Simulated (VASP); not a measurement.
# MgO2 (R-3m) in VASP: single point with PBEsol

Aim: the single point of MgO2 with PBEsol.

All numbers are computed with VASP 6.6.1; they aren't measurements. Logs are shortened: lines on timing, memory, paths and dates and some standing lists are left out, and cuts for length are marked.

### 1 The cell of the first run

The structure is trigonal, space group R-3m (No. 166). Conventional cell: a = 3.210 Å, b = 3.210 Å, c = 10.482 Å, α = 90.00°, β = 90.00°, γ = 120.00°. Within 2.8 Å of Mg (site symmetry -3m) lie 6 O at 2.11 Å. O (site symmetry 3m) has 1 O at 1.49 Å within 2.0 Å.

### 2 Single point, PBEsol

Input file INCAR:

```
SYSTEM = MgO2
PREC = Accurate
ENCUT = 840
EDIFF = 1E-6
ISMEAR = 0
SIGMA = 0.05
LREAL = .False.
LASPH = .True.
NELM = 120
ALGO = Normal
ISIF = 2
LWAVE = .False.
LCHARG = .True.
GGA = PS
LELF = .True.
LVHAR = .True.
NBANDS = 56
GGA_COMPAT = .False.
```

Input file KPOINTS:

```
regular mesh
0
Gamma
  6 6 6
  0 0 0
```

Input file POSCAR:

```
MgO2
1.0
   -3.2095220320     -1.8530184092      3.4939788749
    3.2095220320     -1.8530184092      3.4939788749
    0.0000000000      3.7060368183      3.4939788749
Mg O
4 8
Direct
    0.0000000000      0.0000000000      0.0000000000
    0.5000000000      0.5000000000      0.0000000000
    0.5000000000      0.0000000000      0.5000000000
    0.0000000000      0.5000000000      0.5000000000
    0.4287860000      0.4287860000      0.4287860000
    0.9287860000      0.9287860000      0.4287860000
    0.9287860000      0.4287860000      0.9287860000
    0.4287860000      0.9287860000      0.9287860000
    0.5712140000      0.5712140000      0.5712140000
    0.0712140000      0.0712140000      0.5712140000
    0.0712140000      0.5712140000      0.0712140000
    0.5712140000      0.0712140000      0.0712140000
```

Potentials or basis: VASP PAW PBE potentials, release 64 (Mg_sv, O).

Started as:

```
cat potpaw_PBE.64/Mg_sv/POTCAR potpaw_PBE.64/O/POTCAR > POTCAR
mpirun -np 1 vasp_std > vasp.out
```

OUTCAR:

```text
SYSTEM = MgO2
   PREC = Accurate
   ENCUT = 840
   EDIFF = 1E-6
   ISMEAR = 0
   LREAL = .False.
   LASPH = .True.
   NELM = 120
   ISIF = 2
   GGA = PS

 ion  position               nearest neighbor table
   1  0.000  0.000  0.000-   7 2.11   8 2.11  11 2.11  12 2.11   6 2.11  10 2.11
   2  0.500  0.500  0.000-   7 2.11   8 2.11  11 2.11  12 2.11   5 2.11   9 2.11
   3  0.500  0.000  0.500-   5 2.11   6 2.11   9 2.11  10 2.11   8 2.11  12 2.11
   4  0.000  0.500  0.500-   5 2.11   6 2.11   9 2.11  10 2.11   7 2.11  11 2.11
   5  0.429  0.429  0.429-   9 1.49   4 2.11   3 2.11   2 2.11
   6  0.929  0.929  0.429-  10 1.49   4 2.11   3 2.11   1 2.11
   7  0.929  0.429  0.929-  11 1.49   2 2.11   1 2.11   4 2.11
   8  0.429  0.929  0.929-  12 1.49   2 2.11   1 2.11   3 2.11
   9  0.571  0.571  0.571-   5 1.49   4 2.11   3 2.11   2 2.11
  10  0.071  0.071  0.571-   6 1.49   4 2.11   3 2.11   1 2.11
  11  0.071  0.571  0.071-   7 1.49   2 2.11   1 2.11   4 2.11
  12  0.571  0.071  0.071-   8 1.49   2 2.11   1 2.11   3 2.11

  LATTYP: Found a trigonal (rhomboedric) cell.
 ALAT       =     5.0933876033
 COS(alpha) =     0.2058596474

  Lattice vectors:

 A1 = (  -3.2095220320,  -1.8530184092,   3.4939788749)
 A2 = (   3.2095220320,  -1.8530184092,   3.4939788749)
 A3 = (   0.0000000000,   3.7060368183,   3.4939788749)

Analysis of symmetry for initial positions (statically):
=====================================================================
 Subroutine PRICEL returns following result:

  LATTYP: Found a trigonal (rhomboedric) cell.
 ALAT       =     3.9549419216
 COS(alpha) =     0.6707160928

  Lattice vectors:

 A1 = (   0.0000000000,  -1.8530184092,   3.4939788749)
 A2 = (   1.6047610160,   0.9265092045,   3.4939788749)
 A3 = (  -1.6047610160,   0.9265092045,   3.4939788749)

   4 primitive cells build up your supercell.

 Routine SETGRP: Setting up the symmetry group for a
 trigonal (rhombohedral) supercell.

 Subroutine GETGRP returns: Found 12 space group operations
 (whereof 12 operations were pure point group operations)
 out of a pool of 12 trial point group operations.

The static configuration has the point symmetry D_3d.

Analysis of symmetry for dynamics (positions and initial velocities):
=====================================================================
 Subroutine PRICEL returns following result:

  LATTYP: Found a trigonal (rhomboedric) cell.
 ALAT       =     3.9549419216
 COS(alpha) =     0.6707160928

  Lattice vectors:

 A1 = (   0.0000000000,  -1.8530184092,   3.4939788749)
 A2 = (   1.6047610160,   0.9265092045,   3.4939788749)
 A3 = (  -1.6047610160,   0.9265092045,   3.4939788749)

   4 primitive cells build up your supercell.

 Routine SETGRP: Setting up the symmetry group for a
 trigonal (rhombohedral) supercell.

 Subroutine GETGRP returns: Found 12 space group operations
 (whereof 12 operations were pure point group operations)
 out of a pool of 12 trial point group operations.

The dynamic configuration has the point symmetry D_3d.

 Subroutine INISYM returns: Found 12 space group operations
 (whereof 12 operations are pure point group operations),
 and found     4 'primitive' translations

----------------------------------------------------------------------------------------

                                     Primitive cell

  volume of cell :      31.1696

  direct lattice vectors                    reciprocal lattice vectors
     0.000000000 -1.853018409  3.493978875     0.000000000 -0.359773364  0.095402218
     1.604761016  0.926509205  3.493978875     0.311572873  0.179886682  0.095402218
    -1.604761016  0.926509205  3.493978875    -0.311572873  0.179886682  0.095402218

  length of vectors
     3.954941922  3.954941922  3.954941922     0.372207545  0.372207545  0.372207545

  position of ions in fractional coordinates (direct lattice)
     0.000000000  0.000000000  0.000000000
     0.428786000  0.428786000  0.428786000
     0.571214000  0.571214000  0.571214000

  ion indices of the primitive-cell ions
   primitive index   ion index
                 1           1
                 2           8
                 3          12

----------------------------------------------------------------------------------------

 KPOINTS: regular mesh

Automatic generation of k-mesh.
 Grid dimensions read from file:
 generate k-points for:    6    6    6

 Generating k-lattice:

  Cartesian coordinates                     Fractional coordinates (reciprocal lattice)
    -0.025964406 -0.014990557  0.015900370     0.166666667  0.000000000  0.000000000
     0.025964406 -0.014990557  0.015900370     0.000000000  0.166666667  0.000000000
     0.000000000  0.029981114  0.015900370     0.000000000  0.000000000  0.166666667

  Length of vectors
     0.033936543  0.033936543  0.033936543

  Shift w.r.t. Gamma in fractional coordinates (k-lattice)
     0.000000000  0.000000000  0.000000000

 Subroutine IBZKPT returns following result:
 ===========================================

 Found     32 irreducible k-points:

 Following reciprocal coordinates:
            Coordinates               Weight
  0.000000  0.000000  0.000000      1.000000
  0.166667 -0.000000  0.000000      6.000000
  0.333333  0.000000  0.000000      6.000000
  0.500000  0.000000  0.000000      3.000000
  0.166667  0.166667  0.000000      6.000000
  0.333333  0.166667  0.000000     12.000000
[... 16 lines left out ...]
  0.500000  0.500000  0.166667      6.000000
 -0.333333  0.500000  0.166667     12.000000
 [... further k-points ...]
   k-points           NKPTS =     32   k-points in BZ     NKDIM =     32   number of bands    NBANDS=     56
   number of dos      NEDOS =    301   number of ions     NIONS =     12
   total plane-waves  NPLWV = 110592
   dimension x,y,z NGX =    48 NGY =   48 NGZ =   48
   dimension x,y,z NGXF=    96 NGYF=   96 NGZF=   96
   ions per type =               4   8
   NGX,Y,Z   is equivalent  to a cutoff of  15.67, 15.67, 15.67 a.u.
   NGXF,Y,Z  is equivalent  to a cutoff of  31.33, 31.33, 31.33 a.u.
 SYSTEM =  MgO2
   PREC   = accura    normal or accurate (medium, high low for compatibility)
   ISTART =      0    job   : 0-new  1-cont  2-samecut
   ICHARG =      2    charge: 1-file 2-atom 10-const
   ISPIN  =      1    spin polarized calculation?
   LNONCOLLINEAR =      F non collinear calculations
   LSORBIT =      F    spin-orbit coupling
   LASPH  =      T    aspherical Exc in radial PAW
   ENCUT  =  840.0 eV  61.74 Ry    7.86 a.u.  12.04 12.04 12.04*2*pi/ulx,y,z
   NELM   =    120;   NELMIN=  2; NELMDL= -5     # of ELM steps
   EDIFF  = 0.1E-05   stopping-criterion for ELM
   LREAL  =      F    real-space projection
   EDIFFG = 0.1E-04   stopping-criterion for IOM
   NSW    =      0    number of steps for IOM
   IBRION =     -1    ionic relax: 0-MD 1-quasi-New 2-CG
   NFREE  =      0    steps in history (QN), initial steepest desc. (CG)
   ISIF   =      2    stress and relaxation
   ISYM   =      2    0-nonsym 1-usesym 2-fastsym
   POTIM  = 0.5000    time-step for ionic-motion
   TEBEG  =    0.0;   TEEND  =   0.0 temperature during run
   PSTRESS=    0.0 pullay stress
   NELECT =      88.0000    total number of electrons
   NUPDOWN=      -1.0000    fix difference up-down
   EMIN   =  10.00;   EMAX   =-10.00  energy-range for DOS
   EFERMI =   0.00;   METHOD = LEGACY
   ISMEAR =     0;   SIGMA  =   0.05  broadening in eV -4-tet -1-fermi 0-gaus
   EFERMI_NEDOS =   21; number of points for ismear=-14 and -15
   IALGO  =     38    algorithm
   IMIX   =      4    mixing-type and parameters
     AMIX     =   0.40;   BMIX     =  1.00
     AMIX_MAG =   1.60;   BMIX_MAG =  1.00
  volume/ion in A,a.u.               =      10.39        70.11
  Fermi-wavevector in a.u.,A,eV,Ry     =   1.457601  2.754466 28.906928  2.124599
  Thomas-Fermi vector in A             =   2.574383
   LORBIT       =      0    0 simple, 1 ext, 2 COOP (PROOUT), +10 PAW based schemes
   GGA     = PS    functional components
   LHFCALC =     F    Hartree Fock is set to
   AEXX    =    0.0000 exact exchange contribution
   IVDW    =     0    specifies the selected vdW correction
   LEPSILON=     F    determine dielectric tensor
   LRPA    =     F    only Hartree local field effects (RPA)
 non-spin polarized calculation
 Gauss-broadening in eV      SIGMA  =   0.05
  energy-cutoff  :      840.00
  volume of cell :      124.68
 maximum number of plane-waves:      6952
   NGX = 25   NGY = 25   NGZ = 25

 number of electron      88.0000066 magnetization

 Free energy of the ion-electron system (eV)
  ---------------------------------------------------
  ext. energy  EPLUGINS =         0.00000000
  ---------------------------------------------------
  free energy    TOTEN  =       -68.73628879 eV

  energy without entropy =      -68.73628879  energy(sigma->0) =      -68.73628879

 E-fermi :   2.8363     XC(G=0): -10.6183

 val. band max:        2.4291588777   @ k =   0.5000   0.5000   0.5000
 cond. band min:       4.6363108928   @ k =   0.5000   0.5000   0.5000
 fundamental gap:      2.2071520151
 Fermi energy:         2.8363483525

 k-point     1 :       0.0000    0.0000    0.0000
  band No.  band energies     occupation
      1     -70.6598      2.00000
      2     -70.6575      2.00000
      3     -70.6575      2.00000
      4     -70.6575      2.00000
      5     -37.6326      2.00000
      6     -37.6326      2.00000
[... 48 lines left out ...]
     55      13.3301      0.00000
     56      14.4134      0.00000

 k-point     2 :       0.1667   -0.0000    0.0000
  band No.  band energies     occupation
      1     -70.6596      2.00000
      2     -70.6576      2.00000
      3     -70.6575      2.00000
      4     -70.6575      2.00000
      5     -37.6314      2.00000
      6     -37.6314      2.00000
[... 48 lines left out ...]
     55      13.1933      0.00000
     56      14.3559      0.00000

 k-point     3 :       0.3333    0.0000    0.0000
  band No.  band energies     occupation
      1     -70.6592      2.00000
      2     -70.6581      2.00000
      3     -70.6574      2.00000
      4     -70.6574      2.00000
      5     -37.6283      2.00000
      6     -37.6283      2.00000
[... 1172 lines left out ...]
 k-point    23 :       0.5000    0.5000    0.1667
  band No.  band energies     occupation
      1     -70.6592      2.00000
      2     -70.6581      2.00000
      3     -70.6575      2.00000
      4     -70.6575      2.00000
      5     -37.6300      2.00000
      6     -37.6292      2.00000
[... 48 lines left out ...]
     55      12.9482      0.00000
     56      12.9482      0.00000

 k-point    24 :      -0.3333    0.5000    0.1667
  band No.  band energies     occupation
      1     -70.6588      2.00000
      2     -70.6583      2.00000
      3     -70.6579      2.00000
      4     -70.6573      2.00000
      5     -37.6291      2.00000
      6     -37.6273      2.00000
[... 48 lines left out ...]
     55      13.0886      0.00000
     56      13.1311      0.00000

 [... further k-points ...]

------------------------ aborting loop because EDIFF is reached ----------------------------------------

  FORCE on cell =-STRESS in cart. coord.  units (eV):
  Direction    XX          YY          ZZ          XY          YZ          ZX
  --------------------------------------------------------------------------------------
  -------------------------------------------------------------------------------------
  Total       -2.9192645     -2.9192645     -4.6356597      0.0000000      0.0000000     -0.0000000
  in kB      -37.5139159    -37.5139159    -59.5703994      0.0000000      0.0000000     -0.0000000
  external PRESSURE =     -44.8660771 kB  Pullay stress =       0.0000000 kB

 VOLUME and BASIS-vectors are now :
 -----------------------------------------------------------------------------
  energy-cutoff  :      840.00
  volume of cell :      124.68
      direct lattice vectors                 reciprocal lattice vectors
    -3.209522032 -1.853018409  3.493978875    -0.155786436 -0.089943341  0.095402218
     3.209522032 -1.853018409  3.493978875     0.155786436 -0.089943341  0.095402218
     0.000000000  3.706036818  3.493978875     0.000000000  0.179886682  0.095402218

 POSITION                                       TOTAL-FORCE (eV/Angst)
 -----------------------------------------------------------------------------------
      0.00000      0.00000      0.00000        -0.000000     -0.000000     -0.000000
      0.00000     -1.85302      3.49398         0.000000     -0.000000      0.000000
     -1.60476      0.92651      3.49398         0.000000     -0.000000     -0.000000
      1.60476      0.92651      3.49398        -0.000000     -0.000000      0.000000
      0.00000     -0.00000      4.49451        -0.000000     -0.000000      0.185973
      0.00000     -1.85302      7.98849        -0.000000     -0.000000      0.185973
     -1.60476      0.92651      7.98849        -0.000000     -0.000000      0.185973
      1.60476      0.92651      7.98849        -0.000000     -0.000000      0.185973
      0.00000     -0.00000      5.98743        -0.000000      0.000000     -0.185973
      0.00000      1.85302      2.49345        -0.000000      0.000000     -0.185973
      1.60476     -0.92651      2.49345        -0.000000      0.000000     -0.185973
     -1.60476     -0.92651      2.49345        -0.000000      0.000000     -0.185973
 -----------------------------------------------------------------------------------
    total drift:                                0.000000      0.000000     -0.000000

  FREE ENERGIE OF THE ION-ELECTRON SYSTEM (eV)
  ---------------------------------------------------
  free  energy   TOTEN  =       -68.7362887912 eV

  energy  without entropy=      -68.7362887912  energy(sigma->0) =      -68.73628879
```

Run time: 6.8 min. Hardware: 1 thread of AMD EPYC 7R13 (Zen 3), shared host; peak memory 0.5 GiB.

Results:

```
Free energy            : -68.7363 eV
Pressure               : -4.5 GPa
Largest force          : 0.186 eV/Å
Band gap on the k mesh : 2.21 eV
```

Forces on the atoms (eV/Å):
```
Mg   0.000  0.000  0.000
Mg   0.000  0.000  0.000
Mg   0.000  0.000  0.000
Mg   0.000  0.000  0.000
O    0.000  0.000  0.186
O    0.000  0.000  0.186
O    0.000  0.000  0.186
O    0.000  0.000  0.186
O    0.000  0.000 -0.186
O    0.000  0.000 -0.186
O    0.000  0.000 -0.186
O    0.000  0.000 -0.186
```

Stress tensor (GPa, compression positive):
```
-3.75  0.00  0.00
 0.00 -3.75  0.00
 0.00  0.00 -5.96
```

Levels at points of the mesh, in eV from the valence-band top:
```
           k point  band 40  band 41  band 42  band 43  band 44  band 45  band 46  band 47  band 48  band 49
(0.00, 0.00, 0.00)    -0.81    -0.81    -0.13    -0.13    -0.13     3.45     3.45     3.45     4.48     4.77
(0.50, 0.00, 0.00)    -1.55    -0.56    -0.56    -0.42    -0.42     3.60     3.60     4.01     4.01     6.83
(0.50, 0.50, 0.00)    -1.36    -0.83    -0.83    -0.61    -0.61     3.31     3.31     4.31     4.31     7.07
(0.50, 0.50, 0.50)    -1.13    -1.13    -1.13     0.00     0.00     2.21     4.10     4.10     4.10     4.87
```

Caveat: the cell stands under tension; the PAW data sets were made with another functional, which shifts forces and pressure a little. A k mesh can miss the band edges.
